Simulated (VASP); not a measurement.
# Sb (Fm-3m) in VASP: a series of runs

The runs below take Sb through single point, with PBEsol.

All numbers are computed with VASP 6.6.1; they aren't measurements. Logs are shortened: lines on timing, memory, paths and dates and some standing lists are left out, and cuts for length are marked.

### 1 The cell of the first run

The structure is cubic, space group Fm-3m (No. 225). Conventional cell: a = 4.303 Å, b = 4.303 Å, c = 4.303 Å, α = 90.00°, β = 90.00°, γ = 90.00°. Within 4.0 Å of Sb (site symmetry m-3m) lie 12 Sb at 3.04 Å.

This isn't the form of Sb at room conditions, which is rhombohedral.

### 2 Single point, PBEsol (19.92 Å³/atom)

POSCAR

```
Sb
1.0
    0.0000000000      2.1516111169      2.1516111169
    2.1516111169      0.0000000000      2.1516111169
    2.1516111169      2.1516111169      0.0000000000
Sb
1
Direct
    0.0000000000      0.0000000000      0.0000000000
```

INCAR.step1

```
  PREC = Accurate
  ENCUT = 520
  EDIFF = 1E-6
  ISMEAR = -1
  SIGMA = 0.1
  LREAL = False
  LASPH = True
  NELM = 60
  ALGO = Normal
  ISIF = 2
  LWAVE = False
  LCHARG = True
  GGA = PS
  NBANDS = 8
```

KPOINTS.step1

```
Automatic mesh
0
Gamma
  15 15 15
```

INCAR.step2

```
  PREC = Accurate
  ENCUT = 520
  EDIFF = 1E-6
  ISMEAR = -5
  SIGMA = 0.1
  LREAL = False
  LASPH = True
  NELM = 60
  ALGO = Normal
  ISIF = 2
  LWAVE = False
  LCHARG = False
  GGA = PS
  LORBIT = 11
  NBANDS = 8
  NEDOS = 1001
  ICHARG = 11
```

KPOINTS.step2

```
Automatic mesh
0
Gamma
  23 23 23
```

Potentials or basis: VASP PAW PBE potentials, release 64 (Sb).

Run with:

```sh
> cat potpaw_PBE.64/Sb/POTCAR > POTCAR
> cp INCAR.step1 INCAR
> cp KPOINTS.step1 KPOINTS
> mpirun -np 1 vasp_std > vasp.out
> cp INCAR.step2 INCAR
> cp KPOINTS.step2 KPOINTS
> mpirun -np 1 vasp_std > vasp.out
```

OUTCAR:

```text
PREC = Accurate
   ENCUT = 520
   EDIFF = 1E-6
   ISMEAR = -5
   LREAL = False
   LASPH = True
   NELM = 60
   ISIF = 2
   GGA = PS
   LORBIT = 11
   ICHARG = 11

 ion  position               nearest neighbor table
   1  0.000  0.000  0.000-

  LATTYP: Found a face centered cubic cell.
 ALAT       =     4.3032222338

  Lattice vectors:

 A1 = (   0.0000000000,   2.1516111169,   2.1516111169)
 A2 = (   2.1516111169,   0.0000000000,   2.1516111169)
 A3 = (   2.1516111169,   2.1516111169,   0.0000000000)

Analysis of symmetry for initial positions (statically):
=====================================================================
 Subroutine PRICEL returns:
 Original cell was already a primitive cell.

 Routine SETGRP: Setting up the symmetry group for a
 face centered cubic supercell.

 Subroutine GETGRP returns: Found 48 space group operations
 (whereof 48 operations were pure point group operations)
 out of a pool of 48 trial point group operations.

The static configuration has the point symmetry O_h .

Analysis of symmetry for dynamics (positions and initial velocities):
=====================================================================
 Subroutine PRICEL returns:
 Original cell was already a primitive cell.

 Routine SETGRP: Setting up the symmetry group for a
 face centered cubic supercell.

 Subroutine GETGRP returns: Found 48 space group operations
 (whereof 48 operations were pure point group operations)
 out of a pool of 48 trial point group operations.

The dynamic configuration has the point symmetry O_h .

 Subroutine INISYM returns: Found 48 space group operations
 (whereof 48 operations are pure point group operations),
 and found     1 'primitive' translations

----------------------------------------------------------------------------------------

                                     Primitive cell

  volume of cell :      19.9215

  direct lattice vectors                    reciprocal lattice vectors
     0.000000000  2.151611117  2.151611117    -0.232384001  0.232384001  0.232384001
     2.151611117  0.000000000  2.151611117     0.232384001 -0.232384001  0.232384001
     2.151611117  2.151611117  0.000000000     0.232384001  0.232384001 -0.232384001

  length of vectors
     3.042837622  3.042837622  3.042837622     0.402500897  0.402500897  0.402500897

  position of ions in fractional coordinates (direct lattice)
     0.000000000  0.000000000  0.000000000

  ion indices of the primitive-cell ions
   primitive index   ion index
                 1           1

----------------------------------------------------------------------------------------

 KPOINTS: Automatic mesh

Automatic generation of k-mesh.
 Grid dimensions read from file:
 generate k-points for:   23   23   23

 Generating k-lattice:

  Cartesian coordinates                     Fractional coordinates (reciprocal lattice)
    -0.010103652  0.010103652  0.010103652     0.043478261  0.000000000  0.000000000
     0.010103652 -0.010103652  0.010103652     0.000000000  0.043478261  0.000000000
     0.010103652  0.010103652 -0.010103652     0.000000000  0.000000000  0.043478261

  Length of vectors
     0.017500039  0.017500039  0.017500039

  Shift w.r.t. Gamma in fractional coordinates (k-lattice)
     0.000000000  0.000000000  0.000000000

 TETIRR: Found   1662 inequivalent tetrahedra from    73002

 Subroutine IBZKPT returns following result:
 ===========================================

 Found    364 irreducible k-points:

 Following reciprocal coordinates:
            Coordinates               Weight
  0.000000  0.000000  0.000000      1.000000
  0.043478  0.000000  0.000000      8.000000
  0.086957  0.000000  0.000000      8.000000
  0.130435  0.000000  0.000000      8.000000
  0.173913  0.000000  0.000000      8.000000
  0.217391  0.000000  0.000000      8.000000
[... 16 lines left out ...]
  0.478261  0.043478  0.000000     24.000000
 -0.478261  0.043478  0.000000     24.000000
 [... further k-points ...]
   k-points           NKPTS =    364   k-points in BZ     NKDIM =    364   number of bands    NBANDS=      8
   number of dos      NEDOS =   1001   number of ions     NIONS =      1
   total plane-waves  NPLWV =  13824
   dimension x,y,z NGX =    24 NGY =   24 NGZ =   24
   dimension x,y,z NGXF=    48 NGYF=   48 NGZF=   48
   ions per type =               1
   NGX,Y,Z   is equivalent  to a cutoff of  13.11, 13.11, 13.11 a.u.
   NGXF,Y,Z  is equivalent  to a cutoff of  26.22, 26.22, 26.22 a.u.
 SYSTEM =  unknown system
   PREC   = accura    normal or accurate (medium, high low for compatibility)
   ISTART =      0    job   : 0-new  1-cont  2-samecut
   ICHARG =     11    charge: 1-file 2-atom 10-const
   ISPIN  =      1    spin polarized calculation?
   LNONCOLLINEAR =      F non collinear calculations
   LSORBIT =      F    spin-orbit coupling
   LASPH  =      T    aspherical Exc in radial PAW
   ENCUT  =  520.0 eV  38.22 Ry    6.18 a.u.   5.66  5.66  5.66*2*pi/ulx,y,z
   NELM   =     60;   NELMIN=  2; NELMDL=  0     # of ELM steps
   EDIFF  = 0.1E-05   stopping-criterion for ELM
   LREAL  =      F    real-space projection
   EDIFFG = 0.1E-04   stopping-criterion for IOM
   NSW    =      0    number of steps for IOM
   IBRION =     -1    ionic relax: 0-MD 1-quasi-New 2-CG
   NFREE  =      0    steps in history (QN), initial steepest desc. (CG)
   ISIF   =      2    stress and relaxation
   ISYM   =      2    0-nonsym 1-usesym 2-fastsym
   POTIM  = 0.5000    time-step for ionic-motion
   TEBEG  =    0.0;   TEEND  =   0.0 temperature during run
   PSTRESS=    0.0 pullay stress
   NELECT =       5.0000    total number of electrons
   NUPDOWN=      -1.0000    fix difference up-down
   EMIN   =  10.00;   EMAX   =-10.00  energy-range for DOS
   EFERMI =   0.00;   METHOD = LEGACY
   ISMEAR =    -5;   SIGMA  =   0.10  broadening in eV -4-tet -1-fermi 0-gaus
   EFERMI_NEDOS =   21; number of points for ismear=-14 and -15
   IALGO  =     38    algorithm
   IMIX   =      4    mixing-type and parameters
     AMIX     =   0.40;   BMIX     =  1.00
     AMIX_MAG =   1.60;   BMIX_MAG =  1.00
  volume/ion in A,a.u.               =      19.92       134.44
  Fermi-wavevector in a.u.,A,eV,Ry     =   1.032661  1.951446 14.509096  1.066388
  Thomas-Fermi vector in A             =   2.166869
   LORBIT       =     11    0 simple, 1 ext, 2 COOP (PROOUT), +10 PAW based schemes
   GGA     = PS    functional components
   LHFCALC =     F    Hartree Fock is set to
   AEXX    =    0.0000 exact exchange contribution
   IVDW    =     0    specifies the selected vdW correction
   LEPSILON=     F    determine dielectric tensor
   LRPA    =     F    only Hartree local field effects (RPA)
 non-spin polarized calculation
 Fermi weights with tetrahedron method with Bloechl corrections
  energy-cutoff  :      520.00
  volume of cell :       19.92
 maximum number of plane-waves:       548

 number of electron       5.0000000 magnetization

 Free energy of the ion-electron system (eV)
  ---------------------------------------------------
  ext. energy  EPLUGINS =         0.00000000
  ---------------------------------------------------
  free energy    TOTEN  =        -3.77120623 eV

  energy without entropy =       -3.77120623  energy(sigma->0) =       -3.77120623

 E-fermi :  12.9342     XC(G=0): -11.6876

 val. band max:       13.1454996321   @ k =  -0.1739   0.1739   0.0000
 cond. band min:      12.8512398532   @ k =  -0.1739   0.2174   0.0435
 fundamental gap:     -0.2942597789
 Fermi energy:        12.9342464896

 k-point     1 :       0.0000    0.0000    0.0000
  band No.  band energies     occupation
      1      -2.8488      2.00000
      2      20.6937      0.00000
      3      20.6937      0.00000
      4      20.6937      0.00000
      5      22.9302      0.00000
      6      23.9755      0.00000
      7      23.9755      0.00000
      8      23.9755      0.00000

 k-point     2 :       0.0435    0.0000    0.0000
  band No.  band energies     occupation
      1      -2.7998      2.00000
      2      20.0267      0.00000
      3      20.5898      0.00000
      4      20.5898      0.00000
      5      22.5931      0.00000
      6      24.1261      0.00000
      7      24.1261      0.00000
      8      24.8420      0.00000

 k-point     3 :       0.0870    0.0000    0.0000
  band No.  band energies     occupation
      1      -2.6528      2.00000
      2      18.5531      0.00000
      3      20.3261      0.00000
      4      20.3261      0.00000
      5      22.3863      0.00000
      6      24.5231      0.00000
      7      24.5231      0.00000
      8      26.0997      0.00000

 k-point     4 :       0.1304    0.0000    0.0000
  band No.  band energies     occupation
      1      -2.4078      2.00000
      2      16.8503      0.00000
      3      19.9866      0.00000
      4      19.9866      0.00000
      5      22.2794      0.00000
      6      25.0405      0.00000
      7      25.0405      0.00000
      8      26.8206      0.00000

 k-point     5 :       0.1739    0.0000    0.0000
  band No.  band energies     occupation
      1      -2.0645      2.00000
      2      15.1064      0.00000
      3      19.6300      0.00000
      4      19.6300      0.00000
      5      22.2042      0.00000
      6      25.3456      0.00000
      7      25.3456      0.00000
      8      26.4638      0.00000
[... 177 lines left out ...]
 k-point    22 :       0.4348    0.0435    0.0000
  band No.  band energies     occupation
      1       1.6996      2.00000
      2       6.4051      2.00000
      3      17.8298      0.00000
      4      18.0330      0.00000
      5      21.5748      0.00000
      6      23.4516      0.00000
      7      23.5851      0.00000
      8      24.1281      0.00000

 k-point    23 :       0.4783    0.0435    0.0000
  band No.  band energies     occupation
      1       2.5202      2.00000
      2       5.3200      2.00000
      3      17.8113      0.00000
      4      17.8826      0.00000
      5      21.5562      0.00000
      6      23.2007      0.00000
      7      23.7324      0.00000
      8      23.8153      0.00000

 k-point    24 :      -0.4783    0.0435    0.0000
  band No.  band energies     occupation
      1       2.8553      2.00000
      2       4.9187      2.00000
      3      17.6457      0.00000
      4      18.0070      0.00000
      5      21.6221      0.00000
      6      23.0442      0.00000
      7      23.5516      0.00000
      8      23.9765      0.00000

 [... further k-points ...]
[... 5 lines left out ...]
  --------------------------------------------------------------------------------------
  -------------------------------------------------------------------------------------
  Total        4.3566003      4.3566003      4.3566003      0.0000000      0.0000000      0.0000000
  in kB      350.3781118    350.3781118    350.3781118      0.0000000      0.0000000      0.0000000
  external PRESSURE =     350.3781118 kB  Pullay stress =       0.0000000 kB

 VOLUME and BASIS-vectors are now :
 -----------------------------------------------------------------------------
  energy-cutoff  :      520.00
  volume of cell :       19.92
      direct lattice vectors                 reciprocal lattice vectors
     0.000000000  2.151611117  2.151611117    -0.232384001  0.232384001  0.232384001
     2.151611117  0.000000000  2.151611117     0.232384001 -0.232384001  0.232384001
     2.151611117  2.151611117  0.000000000     0.232384001  0.232384001 -0.232384001

 POSITION                                       TOTAL-FORCE (eV/Angst)
 -----------------------------------------------------------------------------------
      0.00000      0.00000      0.00000         0.000000     -0.000000      0.000000
 -----------------------------------------------------------------------------------
    total drift:                                0.000000      0.000000      0.000000

  FREE ENERGIE OF THE ION-ELECTRON SYSTEM (eV)
  ---------------------------------------------------
  free  energy   TOTEN  =        -3.7712062342 eV

  energy  without entropy=       -3.7712062342  energy(sigma->0) =       -3.77120623

 total charge

# of ion       s       p       d       tot
------------------------------------------
    1        1.253   1.172   0.091   2.517
```

Wall time 37 s (1 thread of Intel Xeon 8259CL, shared host); peak memory 0.18 GiB.

What came out:

```
Valence electrons inside the program's atomic spheres : Sb 2.52
```

Caveat: the PAW data sets were made with another functional, which shifts forces and pressure a little; spin-orbit coupling is left out, which moves the levels of the heavy elements; tetrahedron occupations give inexact forces and stress in metals.

### 3 Single point, PBEsol

This run uses another cell than the first one, of 26.21 Å³/atom.

POSCAR

```
Sb
1.0
    0.0000000000      2.3577219249      2.3577219249
    2.3577219249      0.0000000000      2.3577219249
    2.3577219249      2.3577219249      0.0000000000
Sb
1
Direct
    0.0000000000      0.0000000000      0.0000000000
```

INCAR.step1

```
ALGO = Normal
EDIFF = 1E-6
ENCUT = 520
GGA = PS
ISIF = 2
ISMEAR = -1
LASPH = True
LCHARG = True
LREAL = False
LWAVE = False
NBANDS = 8
NELM = 100
PREC = Accurate
SIGMA = 0.1
```

KPOINTS.step1

```
k-points
0
Gamma
  15 15 15
```

INCAR.step2

```
ALGO = Normal
EDIFF = 1E-6
ENCUT = 520
GGA = PS
ICHARG = 11
ISIF = 2
ISMEAR = -5
LASPH = True
LCHARG = False
LORBIT = 10
LREAL = False
LWAVE = False
NBANDS = 8
NEDOS = 1001
NELM = 100
PREC = Accurate
SIGMA = 0.1
```

KPOINTS.step2

```
k-points
0
Gamma
  23 23 23
```

Potentials or basis: VASP PAW PBE potentials, release 64 (Sb).

Run with:

```sh
> cat potpaw_PBE.64/Sb/POTCAR > POTCAR
> cp INCAR.step1 INCAR
> cp KPOINTS.step1 KPOINTS
> mpirun -np 1 vasp_std > vasp.out
> cp INCAR.step2 INCAR
> cp KPOINTS.step2 KPOINTS
> mpirun -np 1 vasp_std > vasp.out
```

Wall time 1.8 min (1 thread of Intel Xeon 8259CL, shared host); peak memory 0.21 GiB.

The run converged. Its results:

| Item | Value |
| --- | --- |
| Valence electrons inside the program's atomic spheres | Sb 2.34 |

Levels at points of the mesh, in eV from the Fermi level:
| k point | band 1 | band 2 | band 3 | band 4 | band 5 | band 6 | band 7 |
| --- | --- | --- | --- | --- | --- | --- | --- |
| (0.00, 0.00, 0.00) | -13.18 | 5.49 | 5.49 | 5.49 | 10.05 | 10.05 | 10.05 |

Caveat: the PAW data sets were made with another functional, which shifts forces and pressure a little; spin-orbit coupling is left out, which moves the levels of the heavy elements; tetrahedron occupations give inexact forces and stress in metals.
